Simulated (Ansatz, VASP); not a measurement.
**AgCl in VASP and in Ansatz**

POSCAR

```
AgCl
1.0
    0.0000000000      2.9932461898      2.8229304816
    2.9932461898      0.0000000000      2.8229304816
    2.9932461898      2.9932461898      0.0000000000
Ag Cl
1 1
Direct
    0.0000000000      0.0000000000      0.0000000000
    0.2500000000      0.2500000000      0.2500000000
```

INCAR.step1

```
SYSTEM = AgCl
PREC = Accurate ; ENCUT = 520
ISMEAR = 0 ; SIGMA = 0.01
LREAL = .False. ; LASPH = .True.
NELM = 80 ; NBANDS = 16
GGA = PE ; ALGO = Normal
EDIFF = 1E-4 ; LWAVE = .True.
LCHARG = .False.
```

File INCAR.step2:

```
SYSTEM = AgCl
PREC = Accurate ; ENCUT = 520
EDIFF = 1E-6 ; ISMEAR = 0
SIGMA = 0.01 ; LREAL = .False.
LASPH = .True. ; NELM = 80
ALGO = Normal ; ISIF = 2
LWAVE = .False. ; LCHARG = .False.
METAGGA = R2SCAN ; LMIXTAU = .True.
NBANDS = 16 ; ISTART = 1
```

KPOINTS

```
regular mesh
0
Gamma
  8 8 8
  0 0 0
```

Input for Ansatz:

```yaml
crystal:
  lattice:
    - [0.0, 2.9932461898, 2.8229304816]
    - [2.9932461898, 0.0, 2.8229304816]
    - [2.9932461898, 2.9932461898, 0.0]
  atoms:
    - { symbol: Ag, position: [0.0, 0.0, 0.0] }
    - { symbol: Cl, position: [0.25, 0.25, 0.25] }
kpoints:
  mp_grid: { grid: [8, 8, 8] }
  band_path:
    path:
      - [0.0, 0.0, 0.0]
      - [-0.5, -0.5, 0.0]
      - [-0.375, -0.375, 0.25]
      - [-0.375, 0.0, 0.375]
      - [0.0, 0.0, 0.5]
      - [-0.5, -0.25, 0.25]
    npoints: 1
hamiltonian:
  xc: r2scan
scf:
  occupations: { method: fixed }
  n_extra_bands: 4
output:
  forces: true
  stress: true
  eigenvalues: true
  write_density: true
  write_potential: true
  elf: true
  volumetric_format: npy
```

Change from the starting cell: uniaxial_z strain -5.7%.

Alike in both runs: task single point; functional r2SCAN; k mesh 8 × 8 × 8; no spin polarisation.

|  | VASP | Ansatz |
| --- | --- | --- |
| version | VASP 6.6.1 | Ansatz 0.2.0 |
| potentials or method | VASP PAW PBE potentials, release 64 (Ag, Cl) | plane waves, PAW |
| plane-wave cutoff (eV) | 520 | 500 |
| occupations | gaussian, width 0.01 eV | fixed |
| valence electrons in the cell | 18 | 26 |

```tsv
	VASP	Ansatz	Ansatz less VASP
gap on the k mesh at the Fermi level (eV)	1.49	1.53	+0.046
pressure (GPa)	2.2	2.3	+0.09
traceless stress, the component that is largest in VASP (GPa)	-0.15	-0.15	-0.001
```

VASP's potentials were made for PBE, not for r2SCAN. VASP's potentials hold 18 valence electrons a cell and Ansatz's 26, so a difference there can come from the potentials and not from the codes.
